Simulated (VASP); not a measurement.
# Sn2TeAs2 (P4mm) in VASP: further runs

Runs on Sn2TeAs2. Level: PBE. Tasks: single point.

Everything below comes from runs of VASP 6.6.1. Logs are shortened: lines on timing, memory, paths and dates and some standing lists are left out, and cuts for length are marked.

## (1) The cell of the first run

Symmetry: P4mm, No. 99, tetragonal system. Conventional cell: a = 4.155 Å, b = 4.155 Å, c = 7.936 Å, α = 90.00°, β = 90.00°, γ = 90.00°. Sn (site symmetry 2mm) has 1 As at 2.90 Å and 4 Sn at 2.94 Å and 2 Te at 3.34 Å within 3.8 Å. Within 4.2 Å of Te (site symmetry 4mm) lie 4 As at 3.20 Å and 4 Sn at 3.34 Å and 4 Te at 4.15 Å. Within 3.8 Å of As (site symmetry 2mm) lie 1 Sn at 2.90 Å and 4 As at 2.94 Å and 2 Te at 3.20 Å.

The cell was generated, and may not be a known phase.

## (2) Single point, PBE

File INCAR:

```
PREC = Accurate
ENCUT = 520
EDIFF = 1E-7
ISMEAR = 0
SIGMA = 0.1
LREAL = False
LASPH = True
NELM = 60
ALGO = Normal
ISIF = 2
LWAVE = False
LCHARG = False
GGA = PE
NBANDS = 30
```

File KPOINTS:

```
Automatic mesh
0
Gamma
  4 4 4
```

File POSCAR:

```
Sn2TeAs2
1.0
    4.1549263738      0.0000000000      0.0000000000
    0.0000000000      4.1549263738      0.0000000000
    0.0000000000      0.0000000000      7.9356850888
Sn Te As
2 1 2
Direct
    0.5000000000      0.0000000000      0.8706556422
    0.0000000000      0.5000000000      0.8706556422
    0.5000000000      0.5000000000      0.1997524583
    0.5000000000      0.0000000000      0.5058123286
    0.0000000000      0.5000000000      0.5058123286
```

Potentials or basis: VASP PAW PBE potentials, release 64 (Sn_d, Te, As).

The run is started by

```bash
$ cat potpaw_PBE.64/Sn_d/POTCAR potpaw_PBE.64/Te/POTCAR potpaw_PBE.64/As/POTCAR > POTCAR
$ mpirun -np 1 vasp_std > vasp.out
```

OUTCAR:

```text
PREC = Accurate
   ENCUT = 520
   EDIFF = 1E-7
   ISMEAR = 0
   LREAL = False
   LASPH = True
   NELM = 60
   ISIF = 2
   GGA = PE

 ion  position               nearest neighbor table
   1  0.500  0.000  0.871-   4 2.90   2 2.94   2 2.94   2 2.94   2 2.94   3 3.34   3 3.34
   2  0.000  0.500  0.871-   5 2.90   1 2.94   1 2.94   1 2.94   1 2.94   3 3.34   3 3.34
   3  0.500  0.500  0.200-   4 3.20   5 3.20   4 3.20   5 3.20   1 3.34   1 3.34   2 3.34   2 3.34

   4  0.500  0.000  0.506-   1 2.90   3 3.20   3 3.20
   5  0.000  0.500  0.506-   2 2.90   3 3.20   3 3.20

  LATTYP: Found a simple tetragonal cell.
 ALAT       =     4.1549263738
 C/A-ratio  =     1.9099460195

  Lattice vectors:

 A1 = (   4.1549263738,   0.0000000000,   0.0000000000)
 A2 = (   0.0000000000,   4.1549263738,   0.0000000000)
 A3 = (   0.0000000000,   0.0000000000,   7.9356850888)

Analysis of symmetry for initial positions (statically):
=====================================================================
 Subroutine PRICEL returns:
 Original cell was already a primitive cell.

 Routine SETGRP: Setting up the symmetry group for a
 simple tetragonal supercell.

 Subroutine GETGRP returns: Found  8 space group operations
 (whereof  8 operations were pure point group operations)
 out of a pool of 16 trial point group operations.

The static configuration has the point symmetry C_4v.

Analysis of symmetry for dynamics (positions and initial velocities):
=====================================================================
 Subroutine PRICEL returns:
 Original cell was already a primitive cell.

 Routine SETGRP: Setting up the symmetry group for a
 simple tetragonal supercell.

 Subroutine GETGRP returns: Found  8 space group operations
 (whereof  8 operations were pure point group operations)
 out of a pool of 16 trial point group operations.

The dynamic configuration has the point symmetry C_4v.

 Subroutine INISYM returns: Found  8 space group operations
 (whereof  8 operations are pure point group operations),
 and found     1 'primitive' translations

----------------------------------------------------------------------------------------

                                     Primitive cell

  volume of cell :     136.9970

  direct lattice vectors                    reciprocal lattice vectors
     4.154926374  0.000000000  0.000000000     0.240678152  0.000000000  0.000000000
     0.000000000  4.154926374  0.000000000     0.000000000  0.240678152  0.000000000
     0.000000000  0.000000000  7.935685089     0.000000000  0.000000000  0.126013065

  length of vectors
     4.154926374  4.154926374  7.935685089     0.240678152  0.240678152  0.126013065

  position of ions in fractional coordinates (direct lattice)
     0.500000000  0.000000000  0.870655642
     0.000000000  0.500000000  0.870655642
     0.500000000  0.500000000  0.199752458
     0.500000000  0.000000000  0.505812329
     0.000000000  0.500000000  0.505812329

  ion indices of the primitive-cell ions
   primitive index   ion index
                 1           1
                 2           2
                 3           3
                 4           4
                 5           5

----------------------------------------------------------------------------------------

 KPOINTS: Automatic mesh

Automatic generation of k-mesh.
 Grid dimensions read from file:
 generate k-points for:    4    4    4

 Generating k-lattice:

  Cartesian coordinates                     Fractional coordinates (reciprocal lattice)
     0.060169538  0.000000000  0.000000000     0.250000000  0.000000000  0.000000000
     0.000000000  0.060169538  0.000000000     0.000000000  0.250000000  0.000000000
     0.000000000  0.000000000  0.031503266     0.000000000  0.000000000  0.250000000

  Length of vectors
     0.060169538  0.060169538  0.031503266

  Shift w.r.t. Gamma in fractional coordinates (k-lattice)
     0.000000000  0.000000000  0.000000000

 Subroutine IBZKPT returns following result:
 ===========================================

 Found     18 irreducible k-points:

 Following reciprocal coordinates:
            Coordinates               Weight
  0.000000  0.000000  0.000000      1.000000
  0.250000  0.000000  0.000000      4.000000
  0.500000  0.000000  0.000000      2.000000
  0.250000  0.250000  0.000000      4.000000
  0.500000  0.250000  0.000000      4.000000
  0.500000  0.500000  0.000000      1.000000
[... 10 lines left out ...]
  0.500000  0.250000  0.500000      4.000000
  0.500000  0.500000  0.500000      1.000000
   k-points           NKPTS =     18   k-points in BZ     NKDIM =     18   number of bands    NBANDS=     30
   number of dos      NEDOS =    301   number of ions     NIONS =      5
   total plane-waves  NPLWV =  61440
   dimension x,y,z NGX =    32 NGY =   32 NGZ =   60
   dimension x,y,z NGXF=    64 NGYF=   64 NGZF=  120
   ions per type =               2   1   2
   NGX,Y,Z   is equivalent  to a cutoff of  12.80, 12.80, 12.57 a.u.
   NGXF,Y,Z  is equivalent  to a cutoff of  25.61, 25.61, 25.14 a.u.
 SYSTEM =  unknown system
   PREC   = accura    normal or accurate (medium, high low for compatibility)
   ISTART =      0    job   : 0-new  1-cont  2-samecut
   ICHARG =      2    charge: 1-file 2-atom 10-const
   ISPIN  =      1    spin polarized calculation?
   LNONCOLLINEAR =      F non collinear calculations
   LSORBIT =      F    spin-orbit coupling
   LASPH  =      T    aspherical Exc in radial PAW
   ENCUT  =  520.0 eV  38.22 Ry    6.18 a.u.   7.73  7.73 14.76*2*pi/ulx,y,z
   NELM   =     60;   NELMIN=  2; NELMDL= -5     # of ELM steps
   EDIFF  = 0.1E-06   stopping-criterion for ELM
   LREAL  =      F    real-space projection
   EDIFFG = 0.1E-05   stopping-criterion for IOM
   NSW    =      0    number of steps for IOM
   IBRION =     -1    ionic relax: 0-MD 1-quasi-New 2-CG
   NFREE  =      0    steps in history (QN), initial steepest desc. (CG)
   ISIF   =      2    stress and relaxation
   ISYM   =      2    0-nonsym 1-usesym 2-fastsym
   POTIM  = 0.5000    time-step for ionic-motion
   TEBEG  =    0.0;   TEEND  =   0.0 temperature during run
   PSTRESS=    0.0 pullay stress
   NELECT =      44.0000    total number of electrons
   NUPDOWN=      -1.0000    fix difference up-down
   EMIN   =  10.00;   EMAX   =-10.00  energy-range for DOS
   EFERMI =   0.00;   METHOD = LEGACY
   ISMEAR =     0;   SIGMA  =   0.10  broadening in eV -4-tet -1-fermi 0-gaus
   EFERMI_NEDOS =   21; number of points for ismear=-14 and -15
   IALGO  =     38    algorithm
   IMIX   =      4    mixing-type and parameters
     AMIX     =   0.40;   BMIX     =  1.00
     AMIX_MAG =   1.60;   BMIX_MAG =  1.00
  volume/ion in A,a.u.               =      27.40       184.90
  Fermi-wavevector in a.u.,A,eV,Ry     =   1.121128  2.118626 17.101556  1.256929
  Thomas-Fermi vector in A             =   2.257780
   LORBIT       =      0    0 simple, 1 ext, 2 COOP (PROOUT), +10 PAW based schemes
   GGA     = PE    functional components
   LHFCALC =     F    Hartree Fock is set to
   AEXX    =    0.0000 exact exchange contribution
   IVDW    =     0    specifies the selected vdW correction
   LEPSILON=     F    determine dielectric tensor
   LRPA    =     F    only Hartree local field effects (RPA)
 non-spin polarized calculation
 Gauss-broadening in eV      SIGMA  =   0.10
  energy-cutoff  :      520.00
  volume of cell :      137.00
 maximum number of plane-waves:      3725
 NGX is ok and might be reduce to    32
   NGX = 15   NGY = 15   NGZ = 29

 number of electron      43.9999978 magnetization

 Free energy of the ion-electron system (eV)
  ---------------------------------------------------
  ext. energy  EPLUGINS =         0.00000000
  ---------------------------------------------------
  free energy    TOTEN  =       -18.92740585 eV

  energy without entropy =      -18.91015941  energy(sigma->0) =      -18.91878263

 E-fermi :   5.9246     XC(G=0):  -9.6728

 val. band max:        5.9152152773   @ k =   0.2500   0.0000   0.0000
 cond. band min:       5.9653344998   @ k =   0.5000   0.0000   0.0000
 fundamental gap:      0.0501192225
 Fermi energy:         5.9245935039

 k-point     1 :       0.0000    0.0000    0.0000
  band No.  band energies     occupation
      1     -16.0097      2.00000
      2     -15.8104      2.00000
      3     -15.7840      2.00000
      4     -15.6853      2.00000
      5     -15.6853      2.00000
      6     -15.5316      2.00000
[... 22 lines left out ...]
     29      11.0466      0.00000
     30      11.5212      0.00000

 k-point     2 :       0.2500    0.0000    0.0000
  band No.  band energies     occupation
      1     -15.9128      2.00000
      2     -15.7530      2.00000
      3     -15.7392      2.00000
      4     -15.6664      2.00000
      5     -15.6628      2.00000
      6     -15.5578      2.00000
[... 22 lines left out ...]
     29      10.5343      0.00000
     30      10.6856      0.00000

 k-point     3 :       0.5000    0.0000    0.0000
  band No.  band energies     occupation
      1     -15.6672      2.00000
      2     -15.6670      2.00000
      3     -15.6441      2.00000
      4     -15.6408      2.00000
      5     -15.6197      2.00000
      6     -15.6177      2.00000
[... 22 lines left out ...]
     29       9.0126      0.00000
     30      11.2349      0.00000

 k-point     4 :       0.2500    0.2500    0.0000
  band No.  band energies     occupation
      1     -15.8966      2.00000
      2     -15.7090      2.00000
      3     -15.6984      2.00000
      4     -15.6553      2.00000
      5     -15.6349      2.00000
      6     -15.6223      2.00000
[... 418 lines left out ...]
     29      11.4808      0.00000
     30      11.6251      0.00000

 k-point    17 :       0.5000    0.2500    0.5000
  band No.  band energies     occupation
      1     -15.7949      2.00000
      2     -15.7946      2.00000
      3     -15.6864      2.00000
      4     -15.6776      2.00000
      5     -15.6134      2.00000
      6     -15.6129      2.00000
[... 22 lines left out ...]
     29      11.1659      0.00000
     30      11.6599      0.00000

 k-point    18 :       0.5000    0.5000    0.5000
  band No.  band energies     occupation
      1     -15.8534      2.00000
      2     -15.8534      2.00000
      3     -15.7164      2.00000
      4     -15.7062      2.00000
      5     -15.6046      2.00000
      6     -15.6046      2.00000
[... 22 lines left out ...]
     29      11.0297      0.00000
     30      11.2670      0.00000

------------------------ aborting loop because EDIFF is reached ----------------------------------------

  FORCE on cell =-STRESS in cart. coord.  units (eV):
  Direction    XX          YY          ZZ          XY          YZ          ZX
  --------------------------------------------------------------------------------------
  -------------------------------------------------------------------------------------
  Total       -0.0628209     -0.0628209     -0.0526193      0.0000000      0.0000000      0.0000000
  in kB       -0.7346893     -0.7346893     -0.6153817      0.0000000      0.0000000      0.0000000
  external PRESSURE =      -0.6949201 kB  Pullay stress =       0.0000000 kB

 VOLUME and BASIS-vectors are now :
 -----------------------------------------------------------------------------
  energy-cutoff  :      520.00
  volume of cell :      137.00
      direct lattice vectors                 reciprocal lattice vectors
     4.154926374  0.000000000  0.000000000     0.240678152  0.000000000  0.000000000
     0.000000000  4.154926374  0.000000000     0.000000000  0.240678152  0.000000000
     0.000000000  0.000000000  7.935685089     0.000000000  0.000000000  0.126013065

 POSITION                                       TOTAL-FORCE (eV/Angst)
 -----------------------------------------------------------------------------------
      2.07746      0.00000      6.90925        -0.000000     -0.000000     -0.001149
      0.00000      2.07746      6.90925         0.000000     -0.000000     -0.001149
      2.07746      2.07746      1.58517         0.000000     -0.000000     -0.005972
      2.07746      0.00000      4.01397         0.000000     -0.000000      0.004135
      0.00000      2.07746      4.01397         0.000000      0.000000      0.004135
 -----------------------------------------------------------------------------------
    total drift:                                0.000000      0.000000     -0.000737

  FREE ENERGIE OF THE ION-ELECTRON SYSTEM (eV)
  ---------------------------------------------------
  free  energy   TOTEN  =       -18.9274058480 eV

  energy  without entropy=      -18.9101594060  energy(sigma->0) =      -18.91878263
```

Wall time 44 s (1 thread of Intel Xeon 6975P-C (Granite Rapids), shared host); peak memory 0.26 GiB.

Results:

| Property | Result |
| --- | --- |
| Free energy | -18.9274 eV |
| Pressure | -0.1 GPa |
| Largest force | 0.006 eV/Å |
| Band gap on the k mesh | zero (bands 22 and 23 overlap by 2.33 eV) |

Forces in eV/Å, atoms in the order of the input:
```
Sn   0.000  0.000 -0.001
Sn   0.000  0.000 -0.001
Te   0.000  0.000 -0.006
As   0.000  0.000  0.004
As   0.000  0.000  0.004
```

Caveat: the k points lie up to 0.38 Å⁻¹ apart, too coarse for converged energies and pressures of a metal; spin-orbit coupling is left out, which moves the levels of the heavy elements.

## (3) Single point, PBE

This run uses another cell than the first one, of 28.94 Å³/atom.

File INCAR:

```
PREC = Accurate
ENCUT = 520
EDIFF = 1E-6
ISMEAR = 0
SIGMA = 0.1
LREAL = F
LASPH = T
NELM = 80
ALGO = Normal
ISIF = 2
LWAVE = F
LCHARG = T
GGA = PE
LELF = T
LVHAR = T
NBANDS = 30
```

File KPOINTS:

```
regular mesh
0
Gamma
  4 4 4
```

File POSCAR:

```
Sn2TeAs2
1.0
    4.5087152900      0.0000000000      0.0000000000
    0.0000000000      4.5087152900      0.0000000000
    0.0000000000      0.0000000000      7.1179883100
Sn Te As
2 1 2
Direct
    0.5000000000      0.0000000000      0.8470641200
    0.0000000000      0.5000000000      0.8470641200
    0.5000000000      0.5000000000      0.1990171400
    0.5000000000      0.0000000000      0.5297715100
    0.0000000000      0.5000000000      0.5297715100
```

Potentials or basis: VASP PAW PBE potentials, release 64 (Sn_d, Te, As).

The run is started by

```bash
$ cat potpaw_PBE.64/Sn_d/POTCAR potpaw_PBE.64/Te/POTCAR potpaw_PBE.64/As/POTCAR > POTCAR
$ mpirun -np 1 vasp_std > vasp.out
```

It took 47 s on 1 thread of Intel Xeon 6975P-C (Granite Rapids), shared host; peak memory 0.28 GiB.

The run converged. Its results:

```yaml
Free_energy: -16.4173 eV
Pressure: 7.0 GPa
Largest_force: 6.135 eV/Å
Band_gap_on_the_k_mesh: zero (bands 22 and 23 overlap by 2.87 eV)
```

Forces on the atoms (eV/Å):
```
Sn   0.000  0.000  6.135
Sn   0.000  0.000  6.135
Te   0.000  0.000 -0.152
As   0.000  0.000 -6.059
As   0.000  0.000 -6.059
```

Stress tensor (GPa, compression positive):
```
-2.83  0.00  0.00
 0.00 -2.83  0.00
 0.00  0.00 26.61
```

Levels at points of the mesh, in eV from the Fermi level:
| k point | band 18 | band 19 | band 20 | band 21 | band 22 | band 23 | band 24 | band 25 | band 26 | band 27 |
| --- | --- | --- | --- | --- | --- | --- | --- | --- | --- | --- |
| (0.00, 0.00, 0.00) | -2.40 | -1.20 | -0.98 | -0.98 | -0.57 | -0.49 | -0.49 | 1.57 | 1.57 | 2.42 |
| (0.50, 0.00, 0.00) | -2.30 | -1.75 | -1.72 | -1.67 | -0.59 | -0.24 | 0.95 | 1.29 | 1.73 | 2.61 |
| (0.50, 0.50, 0.00) | -4.28 | -4.01 | -4.01 | -2.05 | 1.44 | 1.44 | 1.79 | 2.43 | 2.63 | 2.99 |
| (0.00, 0.00, 0.50) | -3.63 | -2.26 | -2.26 | 0.07 | 0.70 | 1.01 | 1.01 | 1.53 | 1.53 | 2.40 |
| (0.50, 0.00, 0.50) | -2.18 | -1.95 | -1.71 | -1.47 | -1.42 | -1.25 | 1.23 | 1.55 | 1.65 | 2.15 |
| (0.50, 0.50, 0.50) | -2.26 | -1.88 | -1.88 | -1.68 | -1.43 | -1.43 | -0.91 | 2.45 | 2.64 | 4.75 |

Caveat: the stress differs along the axes, from -3 to 27 GPa; spin-orbit coupling is left out, which moves the levels of the heavy elements; forces of over 1 eV/Å act on the atoms, so gaps and moduli don't describe the material at rest.

The gap in the log of VASP goes by the Fermi energy; the results here count the filled bands.